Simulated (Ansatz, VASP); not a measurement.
Two plane-wave programs on Sc3W

```xyz
4
Lattice="0.0000 3.2129 3.2129 3.2129 0.0000 3.2129 3.2129 3.2129 0.0000" Properties=species:S:1:pos:R:3 pbc="T T T"
Sc    1.6065    1.6065    1.6065
Sc    4.8194    4.8194    4.8194
Sc    3.2129    3.2129    3.2129
W     0.0000    0.0000    0.0000
```

Change from the starting cell: species swapped into the LuAg3 type (Fm-3m, No. 225).

Alike in both runs: task relaxation of cell and atoms; functional PBE; k mesh 6 × 6 × 6; occupations gaussian, width 0.1 eV; no spin polarisation.

|  | VASP | Ansatz |
| --- | --- | --- |
| version | VASP 6.6.1 | Ansatz 0.2.0 |
| potentials or method | VASP PAW PBE potentials, release 64 (Sc_sv, W_sv), cutoff 600 eV | scalar-relativistic, plane waves, PAW |
| valence electrons in the cell | 47 | 47 |

```tsv
	VASP	Ansatz	Ansatz less VASP
gap on the k mesh at the Fermi level, each at its own relaxed structure (eV)	none	none	-
relaxed volume (Å³/atom)	20.51	20.39	-0.117
relaxed cell length with the largest relative difference (Å)	4.877	4.868	-0.0093
```

A gap of «none» marks a metal or a gap that the smearing closes.

Spin-orbit coupling is off throughout. Noted on VASP's run: the volume moved by over 15 % at a fixed basis, so the end points are rough.
